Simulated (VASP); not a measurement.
Crystal: MgO.

```
Mg O
1.0
     2.51737    0.00000    0.00000
     0.00000    2.62335    0.00000
     0.00000    0.00000    2.62335
Mg O
1 1
Direct
  0.00000 0.00000 0.00000
  0.50000 0.50000 0.50000
```

This cell differs from its parent crystal: uniaxial x strain -4.0%.

Program: VASP 6.6.1. Alike in all runs: task single point; potentials or basis VASP PAW PBE potentials, release 64 (Mg, O); no spin polarisation; cell as given; cutoff (eV) 520.

Question: Order these runs on this cell by their band gap on the k mesh, lowest first.
A. level r2SCAN; k mesh 10 × 10 × 10; smearing gaussian 0.01 eV
B. level HSE06; k mesh 6 × 6 × 6; smearing gaussian 0.01 eV; grid for exact exchange (PRECFOCK) Normal; screening parameter 0.2079 1/Å
C. level PBE; k mesh 10 × 10 × 10; smearing fermi-dirac 0.02 eV

Answer: C (2.65 eV), A (3.49 eV), B (4.22 eV).

A k mesh can miss the band edges.
